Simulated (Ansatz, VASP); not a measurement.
# Two plane-wave programs on Ni

```
CELL_PARAMETERS angstrom
0.00000 1.72772 1.83241
1.72772 0.00000 1.83241
1.72772 1.72772 0.00000
ATOMIC_POSITIONS crystal
Ni 0.00000 0.00000 0.00000
```

Change from the starting cell: stretched by +4 % along [0.0, 0.0, 1.0] at fixed volume; anisotropy by the force theorem, PAW files.

Alike in both runs: task single point; functional PBE; k mesh 15 × 15 × 15; occupations fermi-dirac, width 0.05 eV; collinear spin.

|  | VASP | Ansatz |
| --- | --- | --- |
| version | VASP 6.6.1 | Ansatz 0.2.0 |
| potentials or method | VASP PAW PBE potentials, release 64 (Ni) | PAW with Ansatz's default frozen-core files, scalar-relativistic |
| plane-wave cutoff (eV) | 520 | 420 |
| valence electrons in the cell | 10 | 18 |

Ansatz gave:

```
net moment per atom (μB)                                      : 0.65
size of the moment on the site where the two differ most (μB) : 0.69
```

Question: What did VASP give for the same quantities?

Answer: net moment per atom (μB): 0.64; size of the moment on the site where the two differ most (μB): 0.65.

Site moments also hang on the region over which each program counts them. With one functional, cell and mesh, what is left measures potentials, basis and numerics. VASP's potentials hold 10 valence electrons a cell and Ansatz's 18, so a difference there can come from the potentials and not from the codes.
